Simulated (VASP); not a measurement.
Si:

```xyz
2
Lattice="2.4440 0.0000 0.0000 -1.2220 2.1166 0.0000 0.0000 0.0000 4.1520" Properties=species:S:1:pos:R:3 pbc="T T T"
Si    0.0000    1.4110    1.0380
Si    1.2220    0.7055    3.1140
```

This isn't the form of Si at room conditions, which is diamond.

```yaml
Program: VASP 6.6.1
Task: relaxation of cell and atoms
Functional: PBE
Potentials_or_basis: VASP PAW PBE potentials, release 64 (Si)
Cutoff: 600 eV
k_mesh: 14 × 14 × 7
Occupations: fermi-dirac, width 0.1 eV
Spin: no spin polarisation
```

At the start: pressure 49.3 GPa; volume 10.74 Å³/atom.

Task: Where does the relaxation end?

Result: Over 8 steps the energy falls by 423.8 meV/atom and the volume is 14.38 Å³/atom (+33.9 %); space group P6_3/mmc (No. 194, to 0.1 Å) before and after.

Step by step:
```tsv
step	energy change (eV)	largest force (eV/Å)	pressure (GPa)	volume (Å³)
1	0.0000	0.0000	49.28	21.48
2	-0.6837	0.0000	-9.28	33.47
3	-0.8389	0.0000	0.51	28.54
4	-0.8392	0.0000	-0.15	28.77
5	-0.8430	0.0000	-0.06	28.77
6	-0.8473	0.0000	0.20	28.76
7	-0.8476	0.0000	0.29	28.76
8	-0.8476	0.0000	0.31	28.76
```

Final structure:
```yaml
crystal:
  lattice:
    - [2.65456, 0.00000, 0.00000]
    - [-1.32728, 2.29892, 0.00000]
    - [0.00000, 0.00000, 4.71245]
  atoms:
    - { symbol: Si, position: [0.33333, 0.66667, 0.25000] }
    - { symbol: Si, position: [0.66667, 0.33333, 0.75000] }
```

Caveat: the volume moved by over 15 % at a fixed basis, so the end points are rough.
